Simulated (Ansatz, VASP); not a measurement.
Ti: VASP beside Ansatz

```
Ti
1.0
     4.91454    0.00000    0.00000
    -2.45727    4.25612    0.00000
     0.00000    0.00000    2.78671
Ti
3
Cartesian
  0.0000 0.0000 0.0000
  0.0000 2.8374 1.3917
  2.4573 1.4187 1.3950
```

Alike in both runs: functional PBE; k mesh 9 × 9 × 14; occupations gaussian, width 0.1 eV; no spin polarisation.

Ansatz relaxed the structure, and its values are those at the end. VASP's run is a single point on that final structure, the one shown.

|  | VASP | Ansatz |
| --- | --- | --- |
| version | VASP 6.6.1 | Ansatz 0.2.0 |
| potentials or method | VASP PAW PBE potentials, release 64 (Ti_sv), cutoff 520 eV | scalar-relativistic, plane waves, PAW |
| valence electrons in the cell | 36 | 36 |

Ansatz gave:

```
gap on the k mesh at the Fermi level (eV) : none
pressure (GPa)                            : -10.6
```

Q: What did VASP give for the same quantities?

A: gap on the k mesh at the Fermi level (eV): none; pressure (GPa): -10.8.

A gap of «none» marks a metal or a gap that the smearing closes. The functional is the same, so the differences come from potentials, cutoffs and numerics. Ansatz's warnings: stress scf threshold loose.
